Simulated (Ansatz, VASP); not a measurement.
**One calculation of SiO2, two programs**

```
Si O
1.0
     4.05470    0.00000    0.00000
     0.00000    4.05470    0.00000
     0.00000    0.00000    2.66780
Si O
2 4
Direct
  0.00000 0.00000 0.00000
  0.50000 0.50000 0.50000
  0.30670 0.30670 0.00000
  0.19330 0.80670 0.50000
  0.69330 0.69330 0.00000
  0.80670 0.19330 0.50000
```

Change from the starting cell: equal xx and yy strain of -3 %, PAW files.

Alike in both runs: task electric field gradients; functional PBEsol; k mesh 6 × 6 × 9; occupations fermi-dirac, width 0.03 eV; no spin polarisation.

|  | VASP | Ansatz |
| --- | --- | --- |
| version | VASP 6.6.1 | Ansatz 0.2.0 |
| potentials or method | VASP PAW PBE potentials, release 64 (Si, O) | PAW with Ansatz's default frozen-core files, scalar-relativistic |
| plane-wave cutoff (eV) | 520 | 420 |
| valence electrons in the cell | 32 | 32 |

```csv
,VASP,Ansatz,Ansatz less VASP
gap on the k mesh at the Fermi level (eV),6.26,6.28,+0.019
pressure (GPa),26.4,25.4,-0.99
"traceless stress, the component that is largest in VASP (GPa)",-6.21,-6.83,-0.620
rms of the force components (eV/Å),0.368,0.355,-0.0134
size of Vzz on the site where it differs most (V/Å²),14.3,11.7,-2.53
```

VASP's potentials were made for PBE, not for PBEsol. Atom by atom the forces differ by 0.013 eV/Å (rms over components).
